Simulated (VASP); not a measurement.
IrRu2:

```
CELL_PARAMETERS angstrom
2.76000 0.00000 0.00000
-1.38000 2.39023 0.00000
0.00000 0.00000 12.79526
ATOMIC_POSITIONS crystal
Ru 0.33333 0.66667 0.91892
Ru 0.33333 0.66667 0.58108
Ru 0.66667 0.33333 0.08108
Ru 0.66667 0.33333 0.41892
Ir 0.33333 0.66667 0.25000
Ir 0.66667 0.33333 0.75000
```

- Program: VASP 6.6.1
- Task: relaxation of cell and atoms
- Functional: PBE
- Potentials or basis: VASP PAW PBE potentials, release 64 (Ru_pv, Ir)
- Cutoff: 600 eV
- k mesh: 18 × 18 × 4
- Occupations: gaussian, width 0.1 eV
- Spin: no spin polarisation

At the start: pressure -0.8 GPa; volume 14.07 Å³/atom.

Question: Where does the relaxation end?

Answer: Over 8 steps the energy falls by 9.0 meV/atom and the volume is 14.01 Å³/atom (-0.4 %); space group P6_3/mmc (No. 194, to 0.1 Å) before and after.

Step by step:
| step | energy change (eV) | largest force (eV/Å) | pressure (GPa) | volume (Å³) |
| --- | --- | --- | --- | --- |
| 1 | 0.0000 | 0.0180 | -0.81 | 84.41 |
| 2 | -0.0026 | 0.0892 | 2.16 | 83.47 |
| 3 | -0.0539 | 0.0556 | 0.40 | 83.95 |
| 4 | -0.0538 | 0.0567 | 0.46 | 83.94 |
| 5 | -0.0531 | 0.0059 | -1.15 | 84.36 |
| 6 | -0.0541 | 0.0404 | -0.13 | 84.08 |
| 7 | -0.0543 | 0.0113 | 0.00 | 84.06 |
| 8 | -0.0543 | 0.0044 | 0.00 | 84.06 |

Final structure:
```cif
data_structure
_symmetry_space_group_name_H-M 'P 1'
_symmetry_Int_Tables_number 1
_cell_length_a 2.7328
_cell_length_b 2.7328
_cell_length_c 12.9974
_cell_angle_alpha 90.000
_cell_angle_beta 90.000
_cell_angle_gamma 120.000
_cell_volume 84.06
loop_
_atom_site_label
_atom_site_type_symbol
_atom_site_fract_x
_atom_site_fract_y
_atom_site_fract_z
_atom_site_occupancy
Ru1 Ru 0.33333 0.66667 0.91915 1
Ru2 Ru 0.33333 0.66667 0.58085 1
Ru3 Ru 0.66667 0.33333 0.08085 1
Ru4 Ru 0.66667 0.33333 0.41915 1
Ir1 Ir 0.33333 0.66667 0.25000 1
Ir2 Ir 0.66667 0.33333 0.75000 1
```

Caveat: the highest band is partly filled, so the run has too few bands.
